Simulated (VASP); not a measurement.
Here is a VASP 6.6.1 calculation.

The input INCAR:

```
SYSTEM = Al5Cu
  PREC = Accurate
  ENCUT = 520
  EDIFF = 1E-6
  ISMEAR = 0
  SIGMA = 0.1
  LREAL = .False.
  LASPH = .True.
  NELM = 100
  ALGO = Fast
  ISIF = 2
  LWAVE = .False.
  LCHARG = .False.
  GGA = PS
  NBANDS = 22
```

The input KPOINTS:

```
regular mesh
0
Gamma
  14 14 4
  0 0 0
```

File POSCAR:

```
Al5Cu
1.0
    2.8285524240      0.0000000000      0.0000000000
    0.0000000000      2.8285524240      0.0000000000
    0.0000000000      0.0000000000     11.6623586306
Al Cu
5 1
Direct
    0.0000000000      0.0000000000      0.8234696313
    0.5000000000      0.5000000000      0.0000000000
    0.0000000000      0.0000000000      0.1765303687
    0.5000000000      0.5000000000      0.3548000060
    0.5000000000      0.5000000000      0.6451999940
    0.0000000000      0.0000000000      0.5000000000
```

Potentials or basis: VASP PAW PBE potentials, release 64 (Al, Cu).

Command:

```bash
$ cat potpaw_PBE.64/Al/POTCAR potpaw_PBE.64/Cu/POTCAR > POTCAR
$ mpirun -np 1 vasp_std > vasp.out
```

Problem. Predict the band gap on the k mesh.

Solution. Zero (bands 13 and 14 overlap by 6.87 eV).

Problem. What does it give for the pressure?

Solution. -2.3 GPa.

Problem. Estimate the largest force.

Solution. 0.118 eV/Å.

Forces in eV/Å, atoms in the order of the input:
```
Al   0.000  0.000 -0.002
Al   0.000  0.000  0.000
Al   0.000  0.000  0.002
Al   0.000  0.000  0.118
Al   0.000  0.000 -0.118
Cu   0.000  0.000  0.000
```

Caveat: the PAW data sets were made with another functional, which shifts forces and pressure a little.
